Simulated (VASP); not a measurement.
# Li3TlF2 (R-3m) in VASP: notebook, part 3 of 3

VASP 6.6.1. Earlier steps stand in the parts before.

**5. Single point, PBE**

This run uses another cell than the first one, of 18.04 Å³/atom.

Input file INCAR:

```
ALGO     = Normal         # electronic algorithm
EDIFF    = 1E-6           # SCF threshold, eV
ENCUT    = 750            # plane-wave cutoff, eV
GGA      = PE             # functional
GGA_COMPAT= False        
ISIF     = 2              # what is computed and relaxed
ISMEAR   = 0              # smearing method
LASPH    = True           # aspherical terms in the spheres
LCHARG   = False          # write CHGCAR
LREAL    = False          # projectors in reciprocal space
LWAVE    = False          # write WAVECAR
NBANDS   = 27             # bands
NELM     = 120            # most SCF steps
PREC     = Accurate       # precision mode
SIGMA    = 0.1            # smearing width, eV
```

Input file KPOINTS:

```
k-points
0
Gamma
  6 6 6
```

Input file POSCAR:

```
Li3TlF2
1.0
    3.1751015573      1.8331457388      3.0998401432
   -3.1751015573      1.8331457388      3.0998401432
    0.0000000000     -3.6662914776      3.0998401432
Li Tl F
3 1 2
Direct
    0.5000000000      0.5000000000      0.0000000000
    0.5000000000      0.0000000000      0.5000000000
    0.0000000000      0.5000000000      0.5000000000
    0.0000000000      0.0000000000      0.0000000000
    0.6611654129      0.6611654129      0.6611654129
    0.3388345871      0.3388345871      0.3388345871
```

Potentials or basis: VASP PAW PBE potentials, release 64 (Li_sv, Tl_d, F).

Command:

```
$ cat potpaw_PBE.64/Li_sv/POTCAR potpaw_PBE.64/Tl_d/POTCAR potpaw_PBE.64/F/POTCAR > POTCAR
$ mpirun -np 1 vasp_std > vasp.out
```

OUTCAR:

```text
EDIFF = 1E-6
   ENCUT = 750
   GGA = PE
   ISIF = 2
   ISMEAR = 0
   LASPH = True
   LREAL = False
   NELM = 120
   PREC = Accurate

 ion  position               nearest neighbor table
   1  0.500  0.500  0.000-   5 1.83   6 1.83   4 3.18   4 3.18
   2  0.500  0.000  0.500-   5 1.83   6 1.83   4 3.18   4 3.18
   3  0.000  0.500  0.500-   5 1.83   6 1.83   4 3.18   4 3.18
   4  0.000  0.000  0.000-   2 3.18   3 3.18   3 3.18   2 3.18   1 3.18   1 3.18
   5  0.661  0.661  0.661-   1 1.83   2 1.83   3 1.83
   6  0.339  0.339  0.339-   1 1.83   2 1.83   3 1.83

  LATTYP: Found a trigonal (rhomboedric) cell.
 ALAT       =     4.8011146739
 COS(alpha) =     0.1252960669

  Lattice vectors:

 A1 = (   3.1751015573,   1.8331457388,   3.0998401432)
 A2 = (  -3.1751015573,   1.8331457388,   3.0998401432)
 A3 = (   0.0000000000,  -3.6662914776,   3.0998401432)

Analysis of symmetry for initial positions (statically):
=====================================================================
 Subroutine PRICEL returns:
[... 183 lines left out ...]
 cond. band min:       2.4851957085   @ k =   0.3333   0.3333   0.0000
 fundamental gap:      0.0164808861
 Fermi energy:         2.4797041327

 k-point     1 :       0.0000    0.0000    0.0000
  band No.  band energies     occupation
      1     -43.8356      2.00000
      2     -43.8207      2.00000
      3     -43.8207      2.00000
      4     -21.6366      2.00000
      5     -21.5912      2.00000
      6      -9.2874      2.00000
[... 709 lines left out ...]
     26      10.3373      0.00000
     27      11.6985      0.00000

 [... further k-points ...]

------------------------ aborting loop because EDIFF is reached ----------------------------------------

  FORCE on cell =-STRESS in cart. coord.  units (eV):
  Direction    XX          YY          ZZ          XY          YZ          ZX
  --------------------------------------------------------------------------------------
  -------------------------------------------------------------------------------------
  Total       -0.0609561     -0.0609561     -0.0902702      0.0000000      0.0000000     -0.0000000
  in kB       -0.9021586     -0.9021586     -1.3360108      0.0000000      0.0000000     -0.0000000
  external PRESSURE =      -1.0467760 kB  Pullay stress =       0.0000000 kB

 VOLUME and BASIS-vectors are now :
 -----------------------------------------------------------------------------
  energy-cutoff  :      750.00
  volume of cell :      108.25
      direct lattice vectors                 reciprocal lattice vectors
     3.175101557  1.833145739  3.099840143     0.157475278  0.090918394  0.107532427
    -3.175101557  1.833145739  3.099840143    -0.157475278  0.090918394  0.107532427
     0.000000000 -3.666291478  3.099840143     0.000000000 -0.181836788  0.107532427

 POSITION                                       TOTAL-FORCE (eV/Angst)
 -----------------------------------------------------------------------------------
      0.00000      1.83315      3.09984         0.000000     -0.000000     -0.000000
      1.58755     -0.91657      3.09984        -0.000000      0.000000     -0.000000
     -1.58755     -0.91657      3.09984         0.000000     -0.000000     -0.000000
      0.00000      0.00000      0.00000         0.000000     -0.000000     -0.000000
      0.00000      0.00000      6.14852         0.000000      0.000000     -0.024596
      0.00000      0.00000      3.15100         0.000000     -0.000000      0.024596
 -----------------------------------------------------------------------------------
    total drift:                                0.000000     -0.000000      0.000000

  FREE ENERGIE OF THE ION-ELECTRON SYSTEM (eV)
  ---------------------------------------------------
  free  energy   TOTEN  =       -21.5918519659 eV

  energy  without entropy=      -21.5716496408  energy(sigma->0) =      -21.58175080
```

OSZICAR:

```text
N       E                     dE             d eps       ncg     rms          rms(c)
DAV:   1     0.304664143478E+03    0.30466E+03   -0.21183E+04  1736   0.172E+03
DAV:   2     0.576790020050E+01   -0.29890E+03   -0.28670E+03  1928   0.388E+02
DAV:   3    -0.183320563670E+02   -0.24100E+02   -0.23834E+02  2200   0.928E+01
DAV:   4    -0.245202533150E+02   -0.61882E+01   -0.61652E+01  3250   0.248E+01
DAV:   5    -0.246009602019E+02   -0.80707E-01   -0.80679E-01  2099   0.469E+00    0.874E+00
DAV:   6    -0.217359996913E+02    0.28650E+01   -0.92487E+00  1925   0.203E+01    0.290E+00
DAV:   7    -0.216622931410E+02    0.73707E-01   -0.94334E-01  2093   0.506E+00    0.198E+00
DAV:   8    -0.215981801265E+02    0.64113E-01   -0.27470E-01  2046   0.318E+00    0.692E-01
DAV:   9    -0.215910336040E+02    0.71465E-02   -0.79008E-02  2133   0.145E+00    0.225E-01
DAV:  10    -0.215931985737E+02   -0.21650E-02   -0.21524E-02  2036   0.881E-01    0.232E-01
DAV:  11    -0.215918010507E+02    0.13975E-02   -0.51564E-03  2040   0.391E-01    0.383E-02
DAV:  12    -0.215919000339E+02   -0.98983E-04   -0.11690E-03  1969   0.164E-01    0.532E-02
DAV:  13    -0.215918542443E+02    0.45790E-04   -0.38029E-04  1899   0.107E-01    0.103E-02
DAV:  14    -0.215918530377E+02    0.12066E-05   -0.40947E-05  2044   0.340E-02    0.805E-03
DAV:  15    -0.215918516927E+02    0.13450E-05   -0.55907E-06  1950   0.132E-02    0.863E-04
DAV:  16    -0.215918519659E+02   -0.27324E-06   -0.34577E-07  1067   0.291E-03
   1 F= -.21591852E+02 E0= -.21581751E+02  d E =-.202023E-01
```

stdout:

```text
POSCAR found type information on POSCAR LiTlF
 POSCAR found :  3 types and       6 ions
 scaLAPACK will be used
 LDA part: xc-table for (Slater+PW92), standard interpolation
 POSCAR, INCAR and KPOINTS ok, starting setup
 FFT: planning ... GRIDC
 FFT: planning ... GRID_SOFT
 FFT: planning ... GRID
 WAVECAR not read
 entering main loop
```

Run time: 89 s. Hardware: 1 thread of Intel Xeon 6975P-C (Granite Rapids), shared host; peak memory 0.42 GiB.

What came out:

| Quantity | Value |
| --- | --- |
| Free energy | -21.5919 eV |
| Pressure | -0.1 GPa |
| Largest force | 0.025 eV/Å |
| Band gap on the k mesh | zero (bands 18 and 19 overlap by 0.97 eV) |

Forces in eV/Å, atoms in the order of the input:
```
Li   0.000  0.000  0.000
Li   0.000  0.000  0.000
Li   0.000  0.000  0.000
Tl   0.000  0.000  0.000
F    0.000  0.000 -0.025
F    0.000  0.000  0.025
```

Levels at points of the mesh, in eV from the Fermi level:
```
           k point  band 16  band 17  band 18  band 19  band 20  band 21
(0.00, 0.00, 0.00)    -5.43    -5.22     0.75     0.75     2.89     3.35
(0.50, 0.00, 0.00)    -5.68    -4.74    -0.98     1.47     2.64     3.35
(0.50, 0.50, 0.00)    -5.25    -5.05    -0.36    -0.17     2.48     2.84
(0.50, 0.50, 0.50)    -5.88    -4.75    -0.22    -0.22     0.19     4.52
```

Caveat: spin-orbit coupling is left out, which moves the levels of the heavy elements.

**6. Relaxation of cell and atoms, PBE**

This run uses another cell than the first one, of 18.04 Å³/atom.

Input file INCAR:

```
PREC     = Accurate       # precision mode
ENCUT    = 750            # plane-wave cutoff, eV
EDIFF    = 1E-7           # SCF threshold, eV
ISMEAR   = 0              # smearing method
SIGMA    = 0.1            # smearing width, eV
LREAL    = F              # projectors in reciprocal space
LASPH    = T              # aspherical terms in the spheres
NELM     = 120            # most SCF steps
ALGO     = Normal         # electronic algorithm
ISIF     = 3              # what is computed and relaxed
LWAVE    = F              # write WAVECAR
LCHARG   = F              # write CHGCAR
GGA      = PE             # functional
IBRION   = 2              # ionic algorithm
NSW      = 90             # ionic steps
EDIFFG   = -0.04          # ionic threshold
GGA_COMPAT= F            
NELMIN   = 4
```

Input file KPOINTS:

```
regular mesh
0
Gamma
  6 6 6
```

POSCAR is that of step 5.

Potentials or basis: VASP PAW PBE potentials, release 64 (Li_sv, Tl_d, F).

Command:

```
$ cat potpaw_PBE.64/Li_sv/POTCAR potpaw_PBE.64/Tl_d/POTCAR potpaw_PBE.64/F/POTCAR > POTCAR
$ mpirun -np 1 vasp_std > vasp.out
```

It took 80 s on 1 thread of Intel Xeon 6975P-C (Granite Rapids), shared host; peak memory 0.4 GiB.

Results (log left out):

- Free energy: -21.5919 eV
- Pressure after relaxing: -0.1 GPa
- Largest force after relaxing: 0.025 eV/Å
- Band gap on the k mesh: zero (bands 18 and 19 overlap by 0.97 eV)

Forces in eV/Å, atoms in the order of the input:
```
Li   0.000  0.000  0.000
Li   0.000  0.000  0.000
Li   0.000  0.000  0.000
Tl   0.000  0.000  0.000
F    0.000  0.000 -0.025
F    0.000  0.000  0.025
```

Final structure:
```
Li Tl F
1.0
     3.17510    1.83315    3.09984
    -3.17510    1.83315    3.09984
     0.00000   -3.66629    3.09984
Li Tl F
3 1 2
Direct
  0.50000 0.50000 0.00000
  0.50000 0.00000 0.50000
  0.00000 0.50000 0.50000
  0.00000 0.00000 0.00000
  0.66117 0.66117 0.66117
  0.33883 0.33883 0.33883
```

Levels at points of the mesh, in eV from the Fermi level:
| k point | band 14 | band 15 | band 16 | band 17 | band 18 | band 19 | band 20 | band 21 | band 22 |
| --- | --- | --- | --- | --- | --- | --- | --- | --- | --- |
| (0.00, 0.00, 0.00) | -5.74 | -5.74 | -5.43 | -5.22 | 0.75 | 0.75 | 2.89 | 3.35 | 4.93 |
| (0.50, 0.00, 0.00) | -5.80 | -5.75 | -5.68 | -4.74 | -0.98 | 1.47 | 2.64 | 3.35 | 4.40 |
| (0.50, 0.50, 0.00) | -6.02 | -5.80 | -5.25 | -5.05 | -0.36 | -0.17 | 2.48 | 2.84 | 4.61 |
| (0.50, 0.50, 0.50) | -6.05 | -5.89 | -5.89 | -4.75 | -0.22 | -0.22 | 0.19 | 4.52 | 4.52 |

Caveat: the relaxation stopped at its first step, so nothing moved; spin-orbit coupling is left out, which moves the levels of the heavy elements.

**7. The runs side by side**

| task | cell | k mesh | gap on the mesh (eV) | pressure (GPa) | largest force (eV/Å) |
| --- | --- | --- | --- | --- | --- |
| single point | a = 4.732 Å, 6 atoms, atomic positions A | 4 × 4 × 4 | none | 9.5 | 5.93 |
| single point | a = 4.801 Å, angles 82.8°, 6 atoms, atomic positions B | 4 × 4 × 4 | none | -0.1 | - |
| relaxation of cell and atoms | relaxed from a = 4.732 Å, 6 atoms, atomic positions A | 4 × 4 × 4 | none | 0.2 | 0.01 |
| single point | a = 4.801 Å, angles 82.8°, 6 atoms, atomic positions B | 6 × 6 × 6 | none | -0.1 | 0.02 |
| relaxation of cell and atoms | relaxed from a = 4.801 Å, angles 82.8°, 6 atoms, atomic positions B | 6 × 6 × 6 | none | -0.1 | 0.02 |

Alike in all rows: level PBE; potentials or basis VASP PAW PBE potentials, release 64 (Li_sv, Tl_d, F); no spin polarisation; cutoff (eV) 750; smearing gaussian 0.1 eV.

Caveats: spin-orbit coupling is left out, which moves the levels of the heavy elements; the stress differs along the axes, from -3 to 34 GPa (at least some runs); forces of over 1 eV/Å act on the atoms, so gaps and moduli don't describe the material at rest (at least some runs); the relaxation stopped at its first step, so nothing moved (at least some runs).

Absolute energies hang on the potentials; compare differences alone.

The gap in the log of VASP goes by the Fermi energy; the results here count the filled bands.